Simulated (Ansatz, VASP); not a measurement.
## P: VASP beside Ansatz

The input INCAR:

```
SYSTEM = P
PREC     = Accurate       ! precision mode
ENCUT    = 600            ! plane-wave cutoff, eV
EDIFF    = 1E-7           ! SCF threshold, eV
ISMEAR   = 0              ! smearing method
SIGMA    = 0.1            ! smearing width, eV
LREAL    = .False.        ! projectors in reciprocal space
LASPH    = .True.         ! aspherical terms in the spheres
NELM     = 80             ! most SCF steps
ALGO     = Normal         ! electronic algorithm
ISIF     = 3              ! what is computed and relaxed
LWAVE    = .False.        ! write WAVECAR
LCHARG   = .False.        ! write CHGCAR
GGA      = PE             ! functional
IBRION   = 2              ! ionic algorithm
NSW      = 90             ! ionic steps
EDIFFG   = -0.04          ! ionic threshold
```

Contents of KPOINTS:

```
Automatic mesh
0
Gamma
  9 9 4
  0 0 0
```

File POSCAR:

```
P
1.0
    2.6515948336      0.0000000000      0.0000000000
   -1.3257974168      2.2963484864      0.0000000000
    0.0000000000      0.0000000000      4.8435474976
P
2
Direct
    0.0000000000      0.0000000000      0.2384622207
    0.0000000000      0.0000000000      0.7615377793
```

Input for Ansatz:

```yaml
crystal:
  lattice:
    - [2.6515948336, 0.0, 0.0]
    - [-1.3257974168, 2.2963484864, 0.0]
    - [0.0, 0.0, 4.8435474976]
  atoms:
    - { symbol: P, position: [0.0, 0.0, 0.2384622207] }
    - { symbol: P, position: [0.0, 0.0, 0.7615377793] }
basis:
  ecutwfc: 420
kpoints:
  mp_grid: { grid: [9, 9, 4] }
hamiltonian:
  xc: pbe
scf:
  occupations: { method: gaussian, width: 0.1 }
  lower_state_search: "off"
output:
  forces: true
  stress: true
  eigenvalues: true
relax:
  adjacent_minimum: "off"
  f_tol: 0.04
  max_steps: 70
  cell: { stress_tol: 0.4 }
```

Alike in both runs: task relaxation of cell and atoms; functional PBE; k mesh 9 × 9 × 4; occupations gaussian, width 0.1 eV; no spin polarisation.

|  | VASP | Ansatz |
| --- | --- | --- |
| version | VASP 6.6.1 | Ansatz 0.2.0 |
| potentials or method | VASP PAW PBE potentials, release 64 (P), cutoff 600 eV | scalar-relativistic, plane waves, PAW |
| valence electrons in the cell | 10 | 10 |

```tsv
	VASP	Ansatz	Ansatz less VASP
gap on the k mesh at the Fermi level, each at its own relaxed structure (eV)	none	none	-
relaxed volume (Å³/atom)	15.42	15.47	+0.049
relaxed length of the cell vector where the two differ most in proportion (Å)	5.094	5.101	+0.0075
```

A gap of «none» marks a metal or a gap that the smearing closes.
